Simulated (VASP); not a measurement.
# ZnSiP2 (I-42d) in VASP: single point with PBE+D3(BJ)

Aim: the single point of ZnSiP2 with PBE+D3(BJ).

Everything below comes from runs of VASP 6.6.1. Logs are shortened: lines on timing, memory, paths and dates and some standing lists are left out, and cuts for length are marked.

## Step 1: The cell of the first run

The structure is tetragonal, space group I-42d (No. 122). Conventional cell: a = 5.353 Å, b = 5.353 Å, c = 10.417 Å, α = 90.00°, β = 90.00°, γ = 90.00°. Zn (site symmetry -4) has 4 P at 2.35 Å within 3.1 Å. Si (site symmetry -4) has 4 P at 2.25 Å within 3.0 Å. P (site symmetry 2) has 2 Si at 2.25 Å and 2 Zn at 2.35 Å within 3.0 Å.

## Step 2: Single point, PBE+D3(BJ)

File INCAR:

```
SYSTEM = ZnSiP2
  PREC = Accurate
  ENCUT = 520
  EDIFF = 1E-7
  ISMEAR = 0
  SIGMA = 0.02
  LREAL = .FALSE.
  LASPH = .TRUE.
  NELM = 100
  ALGO = Normal
  ISIF = 2
  LWAVE = .FALSE.
  LCHARG = .TRUE.
  GGA = PE
  IVDW = 12
  LELF = .TRUE.
  LVHAR = .TRUE.
  NBANDS = 36
```

File KPOINTS:

```
Automatic mesh
0
G
  8 8 8
  0 0 0
```

File POSCAR:

```
ZnSiP2
1.0
   -2.6764580909      2.6764580909      5.2083865697
    2.6764580909     -2.6764580909      5.2083865697
    2.6764580909      2.6764580909     -5.2083865697
Zn Si P
2 2 4
Direct
    0.0000000000      0.0000000000      0.0000000000
    0.7500000000      0.2500000000      0.5000000000
    0.5000000000      0.5000000000      0.0000000000
    0.2500000000      0.7500000000      0.5000000000
    0.3750000000      0.3911435169      0.5161435169
    0.8750000000      0.8588564831      0.4838564831
    0.6088564831      0.1250000000      0.9838564831
    0.1411435169      0.6250000000      0.0161435169
```

Potentials or basis: VASP PAW PBE potentials, release 64 (Zn, Si, P).

On the command line:

```bash
> cat potpaw_PBE.64/Zn/POTCAR potpaw_PBE.64/Si/POTCAR potpaw_PBE.64/P/POTCAR > POTCAR
> mpirun -np 1 vasp_std > vasp.out
```

OUTCAR:

```text
SYSTEM = ZnSiP2
   PREC = Accurate
   ENCUT = 520
   EDIFF = 1E-7
   ISMEAR = 0
   LREAL = .FALSE.
   LASPH = .TRUE.
   NELM = 100
   ISIF = 2
   GGA = PE
   IVDW = 12
 IVDW          = 12

 ion  position               nearest neighbor table
   1  0.000  0.000  0.000-   5 2.35   8 2.35   6 2.35   7 2.35
   2  0.750  0.250  0.500-   8 2.35   5 2.35   7 2.35   6 2.35
   3  0.500  0.500  0.000-   7 2.25   6 2.25   8 2.25   5 2.25
   4  0.250  0.750  0.500-   6 2.25   5 2.25   7 2.25   8 2.25
   5  0.375  0.391  0.516-   4 2.25   3 2.25   2 2.35   1 2.35
   6  0.875  0.859  0.484-   4 2.25   3 2.25   1 2.35   2 2.35
   7  0.609  0.125  0.984-   3 2.25   4 2.25   2 2.35   1 2.35
   8  0.141  0.625  0.016-   3 2.25   4 2.25   1 2.35   2 2.35

  LATTYP: Found a body centered tetragonal cell.
 ALAT       =     5.3529161818
 C/A-ratio  =     1.9459996730

  Lattice vectors:

 A1 = (  -2.6764580909,   2.6764580909,   5.2083865697)
 A2 = (   2.6764580909,  -2.6764580909,   5.2083865697)
 A3 = (   2.6764580909,   2.6764580909,  -5.2083865697)

Analysis of symmetry for initial positions (statically):
=====================================================================
 Subroutine PRICEL returns:
 Original cell was already a primitive cell.

 Routine SETGRP: Setting up the symmetry group for a
 body centered tetragonal supercell.

 Subroutine GETGRP returns: Found  8 space group operations
 (whereof  4 operations were pure point group operations)
 out of a pool of 16 trial point group operations.

The static configuration has the point symmetry S_4 .
 The point group associated with its full space group is D_2d.

Analysis of symmetry for dynamics (positions and initial velocities):
=====================================================================
 Subroutine PRICEL returns:
 Original cell was already a primitive cell.

 Routine SETGRP: Setting up the symmetry group for a
 body centered tetragonal supercell.

 Subroutine GETGRP returns: Found  8 space group operations
 (whereof  4 operations were pure point group operations)
 out of a pool of 16 trial point group operations.

The dynamic configuration has the point symmetry S_4 .
 The point group associated with its full space group is D_2d.

 Subroutine INISYM returns: Found  8 space group operations
 (whereof  4 operations are pure point group operations),
 and found     1 'primitive' translations

----------------------------------------------------------------------------------------

                                     Primitive cell

  volume of cell :     149.2396

  direct lattice vectors                    reciprocal lattice vectors
    -2.676458091  2.676458091  5.208386570     0.000000000  0.186814059  0.095999019
     2.676458091 -2.676458091  5.208386570     0.186814059  0.000000000  0.095999019
     2.676458091  2.676458091 -5.208386570     0.186814059  0.186814059  0.000000000

  length of vectors
     6.438489457  6.438489457  6.438489457     0.210036436  0.210036436  0.264194976

  position of ions in fractional coordinates (direct lattice)
     0.000000000  0.000000000  0.000000000
     0.750000000  0.250000000  0.500000000
     0.500000000  0.500000000  0.000000000
     0.250000000  0.750000000  0.500000000
     0.375000000  0.391143517  0.516143517
     0.875000000  0.858856483  0.483856483
     0.608856483  0.125000000  0.983856483
     0.141143517  0.625000000  0.016143517

  ion indices of the primitive-cell ions
   primitive index   ion index
                 1           1
                 2           2
                 3           3
                 4           4
                 5           5
                 6           6
                 7           7
                 8           8

----------------------------------------------------------------------------------------

 KPOINTS: Automatic mesh

Automatic generation of k-mesh.
 Grid dimensions read from file:
 generate k-points for:    8    8    8

 Generating k-lattice:

  Cartesian coordinates                     Fractional coordinates (reciprocal lattice)
     0.000000000  0.023351757  0.011999877     0.125000000 -0.000000000  0.000000000
     0.023351757  0.000000000  0.011999877    -0.000000000  0.125000000  0.000000000
     0.023351757  0.023351757  0.000000000     0.000000000  0.000000000  0.125000000

  Length of vectors
     0.026254554  0.026254554  0.033024372

  Shift w.r.t. Gamma in fractional coordinates (k-lattice)
     0.000000000  0.000000000  0.000000000

 Subroutine IBZKPT returns following result:
 ===========================================

 Found     59 irreducible k-points:

 Following reciprocal coordinates:
            Coordinates               Weight
  0.000000  0.000000  0.000000      1.000000
  0.125000  0.000000 -0.000000      8.000000
  0.250000  0.000000 -0.000000      8.000000
  0.375000  0.000000 -0.000000      8.000000
  0.500000  0.000000 -0.000000      4.000000
  0.125000  0.125000 -0.000000      8.000000
[... 16 lines left out ...]
  0.250000  0.125000  0.125000     16.000000
  0.375000  0.125000  0.125000      8.000000
 [... further k-points ...]
   k-points           NKPTS =     59   k-points in BZ     NKDIM =     59   number of bands    NBANDS=     36
   number of dos      NEDOS =    301   number of ions     NIONS =      8
   total plane-waves  NPLWV = 110592
   dimension x,y,z NGX =    48 NGY =   48 NGZ =   48
   dimension x,y,z NGXF=    96 NGYF=   96 NGZF=   96
   ions per type =               2   2   4
   NGX,Y,Z   is equivalent  to a cutoff of  12.39, 12.39, 12.39 a.u.
   NGXF,Y,Z  is equivalent  to a cutoff of  24.79, 24.79, 24.79 a.u.
 SYSTEM =  ZnSiP2
   PREC   = accura    normal or accurate (medium, high low for compatibility)
   ISTART =      0    job   : 0-new  1-cont  2-samecut
   ICHARG =      2    charge: 1-file 2-atom 10-const
   ISPIN  =      1    spin polarized calculation?
   LNONCOLLINEAR =      F non collinear calculations
   LSORBIT =      F    spin-orbit coupling
   LASPH  =      T    aspherical Exc in radial PAW
   ENCUT  =  520.0 eV  38.22 Ry    6.18 a.u.  11.97 11.97 11.97*2*pi/ulx,y,z
   NELM   =    100;   NELMIN=  2; NELMDL= -5     # of ELM steps
   EDIFF  = 0.1E-06   stopping-criterion for ELM
   LREAL  =      F    real-space projection
   EDIFFG = 0.1E-05   stopping-criterion for IOM
   NSW    =      0    number of steps for IOM
   IBRION =     -1    ionic relax: 0-MD 1-quasi-New 2-CG
   NFREE  =      0    steps in history (QN), initial steepest desc. (CG)
   ISIF   =      2    stress and relaxation
   ISYM   =      2    0-nonsym 1-usesym 2-fastsym
   POTIM  = 0.5000    time-step for ionic-motion
   TEBEG  =    0.0;   TEEND  =   0.0 temperature during run
   PSTRESS=    0.0 pullay stress
   NELECT =      52.0000    total number of electrons
   NUPDOWN=      -1.0000    fix difference up-down
   EMIN   =  10.00;   EMAX   =-10.00  energy-range for DOS
   EFERMI =   0.00;   METHOD = LEGACY
   ISMEAR =     0;   SIGMA  =   0.02  broadening in eV -4-tet -1-fermi 0-gaus
   EFERMI_NEDOS =   21; number of points for ismear=-14 and -15
   IALGO  =     38    algorithm
   IMIX   =      4    mixing-type and parameters
     AMIX     =   0.40;   BMIX     =  1.00
     AMIX_MAG =   1.60;   BMIX_MAG =  1.00
  volume/ion in A,a.u.               =      18.65       125.89
  Fermi-wavevector in a.u.,A,eV,Ry     =   1.151988  2.176941 18.055966  1.327076
  Thomas-Fermi vector in A             =   2.288642
   LORBIT       =      0    0 simple, 1 ext, 2 COOP (PROOUT), +10 PAW based schemes
   GGA     = PE    functional components
   LHFCALC =     F    Hartree Fock is set to
   AEXX    =    0.0000 exact exchange contribution
   IVDW    =    12    specifies the selected vdW correction
   LEPSILON=     F    determine dielectric tensor
   LRPA    =     F    only Hartree local field effects (RPA)
 non-spin polarized calculation
 Gauss-broadening in eV      SIGMA  =   0.02
  energy-cutoff  :      520.00
  volume of cell :      149.24
 maximum number of plane-waves:      4039
   NGX = 23   NGY = 23   NGZ = 23

 number of electron      52.0000022 magnetization

 Free energy of the ion-electron system (eV)
  ---------------------------------------------------
  ext. energy  EPLUGINS =         0.00000000
  ---------------------------------------------------
  free energy    TOTEN  =       -37.14969641 eV

  energy without entropy =      -37.14969641  energy(sigma->0) =      -37.14969641

 E-fermi :   4.8882     XC(G=0):  -9.8621

 val. band max:        4.7763079500   @ k =   0.0000   0.0000   0.0000
 cond. band min:       6.0521455739   @ k =   0.0000   0.0000   0.0000
 fundamental gap:      1.2758376239
 Fermi energy:         4.8882248180

 k-point     1 :       0.0000    0.0000    0.0000
  band No.  band energies     occupation
      1      -8.3682      2.00000
      2      -5.3889      2.00000
      3      -5.3859      2.00000
      4      -5.3859      2.00000
      5      -3.8621      2.00000
      6      -2.0892      2.00000
[... 28 lines left out ...]
     35      10.0584      0.00000
     36      10.4484      0.00000

 k-point     2 :       0.1250    0.0000   -0.0000
  band No.  band energies     occupation
      1      -8.2959      2.00000
      2      -5.5733      2.00000
      3      -5.4498      2.00000
      4      -5.4125      2.00000
      5      -3.6901      2.00000
      6      -2.1177      2.00000
[... 28 lines left out ...]
     35       9.9781      0.00000
     36      10.5033      0.00000
[... 817 lines left out ...]
     35      10.3458      0.00000
     36      10.6280      0.00000

 k-point    24 :       0.3750    0.1250    0.1250
  band No.  band energies     occupation
      1      -7.3902      2.00000
      2      -6.7114      2.00000
      3      -5.9051      2.00000
      4      -5.6742      2.00000
      5      -2.8439      2.00000
      6      -2.4469      2.00000
[... 28 lines left out ...]
     35       9.9909      0.00000
     36      10.4998      0.00000

 [... further k-points ...]

------------------------ aborting loop because EDIFF is reached ----------------------------------------

 Edisp (eV)   -2.83544

 E8    (eV) :    -1.1323

  FORCE on cell =-STRESS in cart. coord.  units (eV):
  Direction    XX          YY          ZZ          XY          YZ          ZX
  --------------------------------------------------------------------------------------
  -------------------------------------------------------------------------------------
  Total       0.01508     0.01508     0.00212     0.00000     0.00000     0.00000
  in kB       0.16188     0.16188     0.02275     0.00000     0.00000     0.00000
  external pressure =        0.12 kB  Pullay stress =        0.00 kB

 VOLUME and BASIS-vectors are now :
 -----------------------------------------------------------------------------
  energy-cutoff  :      520.00
  volume of cell :      149.24
      direct lattice vectors                 reciprocal lattice vectors
    -2.676458091  2.676458091  5.208386570     0.000000000  0.186814059  0.095999019
     2.676458091 -2.676458091  5.208386570     0.186814059  0.000000000  0.095999019
     2.676458091  2.676458091 -5.208386570     0.186814059  0.186814059  0.000000000

 POSITION                                       TOTAL-FORCE (eV/Angst)
 -----------------------------------------------------------------------------------
      0.00000      0.00000      0.00000         0.000000      0.000000     -0.000000
      0.00000      2.67646      2.60419         0.000000      0.000000     -0.000000
      0.00000      0.00000      5.20839         0.000000     -0.000000      0.000000
      2.67646      0.00000      2.60419         0.000000      0.000000      0.000000
      1.42464      1.33823      1.30210         0.028547      0.000000     -0.000000
      1.25181      1.33823      6.51048        -0.028547     -0.000000      0.000000
      1.33823      3.92827     -1.30210         0.000000     -0.028547      0.000000
      1.33823     -1.25181      3.90629         0.000000      0.028547     -0.000000
 -----------------------------------------------------------------------------------
    total drift:                                0.000004      0.000004     -0.000006

  FREE ENERGIE OF THE ION-ELECTRON SYSTEM (eV)
  ---------------------------------------------------
  free  energy   TOTEN  =       -39.9851413568 eV

  energy  without entropy=      -39.9851413568  energy(sigma->0) =      -39.98514136
```

Wall time 9.4 min (1 thread of Intel Xeon Platinum 8259CL at 2.50GHz (Skylake/Cascade Lake), shared host); peak memory 0.5 GiB.

Results:

```
Free energy                : -39.9851 eV
Pressure                   : 0.0 GPa
Largest force              : 0.029 eV/Å
Band gap on the k mesh     : 1.28 eV
Dispersion energy per atom : -0.354 eV
```

Forces in eV/Å, atoms in the order of the input:
```
Zn   0.000  0.000  0.000
Zn   0.000  0.000  0.000
Si   0.000  0.000  0.000
Si   0.000  0.000  0.000
P    0.029  0.000  0.000
P   -0.029  0.000  0.000
P    0.000 -0.029  0.000
P    0.000  0.029  0.000
```

A k mesh can miss the band edges.
